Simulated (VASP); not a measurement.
Write the native input for VASP 6.6.1 that does the following.

| Item | Value |
| --- | --- |
| Task | single point |
| Functional | LDA |
| Potentials or basis | VASP PAW LDA potentials, release 64 (Zn, Rh_pv) |
| Cutoff | 520 eV |
| k mesh | 16 × 16 × 16 |
| Occupations | gaussian, width 0.1 eV |
| Spin | no spin polarisation |
| Dipole correction | no |
| Further INCAR settings | ALGO = Normal; EDIFF = 1e-07; NBANDS = 34 |

The structure of Zn3Rh lies in POSCAR:

```
Zn3Rh
1.0
   -1.8036154115      1.8036154115      3.9543975263
    1.8036154115     -1.8036154115      3.9543975263
    1.8036154115      1.8036154115     -3.9543975263
Zn Rh
3 1
Direct
    0.7500000000      0.2500000000      0.5000000000
    0.2500000000      0.7500000000      0.5000000000
    0.5000000000      0.5000000000      0.0000000000
    0.0000000000      0.0000000000      0.0000000000
```

One way to write it, as run:

INCAR

```
PREC = Accurate ; ENCUT = 520
EDIFF = 1E-7 ; ISMEAR = 0
SIGMA = 0.1 ; LREAL = False
LASPH = True ; NELM = 100
ALGO = Normal ; ISIF = 2
LWAVE = False ; LCHARG = False
GGA = CA ; NBANDS = 34
```

KPOINTS

```
regular mesh
0
Gamma
  16 16 16
```

Potentials or basis: VASP PAW LDA potentials, release 64 (Zn, Rh_pv).

Command:

```bash
$ cat potpaw_LDA.64/Zn/POTCAR potpaw_LDA.64/Rh_pv/POTCAR > POTCAR
$ mpirun -np 1 vasp_std > vasp.out
```

It gave:

```
Pressure : 1.1 GPa
```

It took 9.3 min on 1 thread of Intel(R) Xeon(R) Platinum 8488C (Sapphire Rapids), with other jobs on the host, peak memory 0.56 GiB.
